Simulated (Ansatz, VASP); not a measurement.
## One calculation of Al, two programs

The input INCAR:

```
SYSTEM = Al
PREC = Accurate
ENCUT = 520
EDIFF = 1E-7
ISMEAR = 0
SIGMA = 0.15
LREAL = .FALSE.
LASPH = .TRUE.
NELM = 80
ALGO = Fast
ISIF = 2
LWAVE = .FALSE.
LCHARG = .FALSE.
GGA = PS
NBANDS = 10
```

The input KPOINTS:

```
regular mesh
0
G
  18 18 10
  0 0 0
```

POSCAR

```
Al
1.0
    2.8896000000      0.0000000000      0.0000000000
   -1.4448000000      2.5024670068      0.0000000000
    0.0000000000      0.0000000000      4.7125000000
Al
2
Direct
    0.6666666667      0.3333333333      0.7500000000
    0.3333333333      0.6666666667      0.2500000000
```

Input for Ansatz:

```yaml
crystal:
  lattice:
    - [2.8896, 0.0, 0.0]
    - [-1.4448, 2.5024670068, 0.0]
    - [0.0, 0.0, 4.7125]
  atoms:
    - { symbol: Al, position: [0.6666666667, 0.3333333333, 0.75] }
    - { symbol: Al, position: [0.3333333333, 0.6666666667, 0.25] }
basis:
  ecutwfc: 420
kpoints:
  mp_grid: { grid: [18, 18, 10] }
hamiltonian:
  xc: pbesol
  pseudopotentials: { kind: paw, azcp: { folder: soft_1 } }
scf:
  occupations: { method: gaussian, width: 0.15 }
output:
  forces: true
  stress: true
  eigenvalues: true
```

Alike in both runs: task single point; functional PBEsol; k mesh 18 × 18 × 10; occupations gaussian, width 0.15 eV; no spin polarisation.

|  | VASP | Ansatz |
| --- | --- | --- |
| version | VASP 6.6.1 | Ansatz 0.2.0 |
| potentials or method | VASP PAW PBE potentials, release 64 (Al), cutoff 520 eV | scalar-relativistic, plane waves, PAW |
| valence electrons in the cell | 6 | 6 |

```csv
,VASP,Ansatz,Ansatz less VASP
gap on the k mesh at the Fermi level (eV),none,none,-
pressure (GPa),-3.1,-3.1,-0.06
"traceless stress, the component that is largest in VASP (GPa)",0.05,0.05,-0.002
```

VASP's potentials were made for PBE, not for PBEsol, and Ansatz warns of the same on its side. A gap of «none» marks a metal or a gap that the smearing closes. The functional is the same, so the differences come from potentials, cutoffs and numerics.
